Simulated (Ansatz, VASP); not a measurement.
## HfN: VASP beside Ansatz

```
CELL_PARAMETERS angstrom
0.00000 2.26331 2.26331
2.26331 0.00000 2.26331
2.26331 2.26331 0.00000
ATOMIC_POSITIONS crystal
Hf 0.50000 0.50000 0.50000
N 0.00000 0.00000 0.00000
```

Alike in both runs: task single point; functional LDA; k mesh 10 × 10 × 10; occupations gaussian, width 0.05 eV; no spin polarisation.

```csv
,VASP,Ansatz
version,VASP 6.6.1,Ansatz 0.2.0
potentials or method,"VASP PAW LDA potentials, release 64 (Hf_pv, N), cutoff 520 eV","scalar-relativistic, plane waves, PAW"
valence electrons in the cell,15,31
```

|  | VASP | Ansatz | Ansatz less VASP |
| --- | --- | --- | --- |
| gap on the k mesh at the Fermi level (eV) | none | none | - |
| pressure (GPa) | -12.1 | -10.8 | +1.23 |

LDA's correlation is that of Perdew and Zunger in VASP and of Perdew and Wang (1992) in Ansatz. A gap of «none» marks a metal or a gap that the smearing closes. VASP's potentials hold 15 valence electrons a cell and Ansatz's 31, so a difference there can come from the potentials and not from the codes.

Spin-orbit coupling is off throughout.
